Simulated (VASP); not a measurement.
Pt: relaxation of cell and atoms with PBEsol

The system is Pt.

```
Pt
1.0
     0.00000    1.94598    1.94598
     1.94598    0.00000    1.94598
     1.94598    1.94598    0.00000
Pt
1
Direct
  0.00000 0.00000 0.00000
```

```
Program                : VASP 6.6.1
Task                   : relaxation of cell and atoms
Functional             : PBEsol
Potentials or basis    : VASP PAW PBE potentials, release 64 (Pt)
Cutoff                 : 600 eV
k mesh                 : 18 × 18 × 18
Occupations            : gaussian, width 0.1 eV
Spin                   : no spin polarisation
Dipole correction      : no
Further INCAR settings : ALGO = Normal; EDIFF = 1e-06; IBRION = 2; EDIFFG = -0.005; NSW = 100; ISIF = 3
```

The relaxed volume is 15.02 Å³/atom. The relaxed cell is a = 2.769 Å, b = 2.769 Å, c = 2.769 Å, α = 60.00°, β = 60.00°, γ = 60.00°. The space group after relaxing (to 0.05 Å) is Fm-3m (No. 225), the energy gained by relaxing is 4.9 meV/atom and the ionic steps are 4. The pressure after relaxing is 0.0 GPa. The band gap on the k mesh is zero (band 5 reaches 11.67 eV, above the bottom of band 6 at 9.43 eV).

Step by step:
```
step  energy change (eV)  largest force (eV/Å)  pressure (GPa)  volume (Å³)
   1              0.0000                0.0000            5.76        14.74
   2              0.0362                0.0000          -14.12        15.90
   3             -0.0049                0.0000           -0.12        15.03
   4             -0.0049                0.0000           -0.01        15.02
```

Final structure:
```
Pt
1.0
     0.00000    1.95827    1.95827
     1.95827    0.00000    1.95827
     1.95827    1.95827    0.00000
Pt
1
Direct
  0.00000 0.00000 0.00000
```

Levels at points of the mesh, in eV from the Fermi level:
```
           k point  band 3  band 4  band 5  band 6  band 7  band 8
(0.00, 0.00, 0.00)   -3.83   -3.83   -1.64   -1.64   14.61   19.59
(0.50, 0.00, 0.00)   -3.89   -0.57    0.04    0.04    5.83   14.17
(0.50, 0.50, 0.00)    0.02    0.49    0.49    1.70    8.87   11.35
```

Wall time 22 s on 1 thread of Intel(R) Xeon(R) 6975P-C (Granite Rapids), with other jobs on the host, peak memory 0.17 GiB.

Caveat: the PAW data sets were made with another functional, which shifts forces and pressure a little; spin-orbit coupling is left out, which moves the levels of the heavy elements. Zero-point motion and thermal expansion aren't in these numbers.
